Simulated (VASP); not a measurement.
Set up this calculation in VASP 6.6.1, as the native input.

```
Task                   : relaxation of cell and atoms
Functional             : PBE
Potentials or basis    : VASP PAW PBE potentials, release 64 (Hg, Se)
Cutoff                 : 600 eV
k mesh                 : 12 × 12 × 12
Occupations            : gaussian, width 0.1 eV
Spin                   : no spin polarisation
Dipole correction      : no
Further INCAR settings : ALGO = Normal; EDIFF = 1e-06; IBRION = 2; EDIFFG = -0.01; NSW = 100; ISIF = 3
```

The structure of Hg2Se lies in POSCAR:

```
Hg2Se
1.0
    0.0000000000      3.4898916386      3.4898916386
    3.4898916386      0.0000000000      3.4898916386
    3.4898916386      3.4898916386      0.0000000000
Hg Se
2 1
Direct
    0.2500000000      0.2500000000      0.2500000000
    0.7500000000      0.7500000000      0.7500000000
    0.0000000000      0.0000000000      0.0000000000
```

These files were run (other wordings do the same):

INCAR

```
SYSTEM = Hg2Se
ALGO = Normal
EDIFF = 1E-6
EDIFFG = -0.01
ENCUT = 600
GGA = PE
IBRION = 2
ISIF = 3
ISMEAR = 0
LASPH = .True.
LCHARG = .False.
LREAL = .False.
LWAVE = .False.
NELM = 100
NSW = 100
PREC = Accurate
SIGMA = 0.1
```

KPOINTS

```
k-points
0
Gamma
  12 12 12
  0 0 0
```

Potentials or basis: VASP PAW PBE potentials, release 64 (Hg, Se).

The run is started by

```console
$ cat potpaw_PBE.64/Hg/POTCAR potpaw_PBE.64/Se/POTCAR > POTCAR
$ mpirun -np 1 vasp_std > vasp.out
```

It gave:

```
Relaxed volume                         : 28.45 Å³/atom
Relaxed cell                           : a = 4.942 Å, b = 4.942 Å, c = 4.942 Å, α = 60.00°, β = 60.00°, γ = 60.00°
Space group after relaxing (to 0.05 Å) : Fm-3m (No. 225)
Energy gained by relaxing              : 0.1 meV/atom
Ionic steps                            : 2
Pressure after relaxing                : 0.0 GPa
Band gap on the k mesh                 : zero (band 15 reaches 2.49 eV, above the bottom of band 16 at 1.16 eV)
```

Caveat: spin-orbit coupling is left out, which moves the levels of the heavy elements.

Run time: 3.7 min on 1 thread of AMD EPYC 7R43 64-Core Processor (Zen 3), with other jobs on the host, peak memory 0.29 GiB.
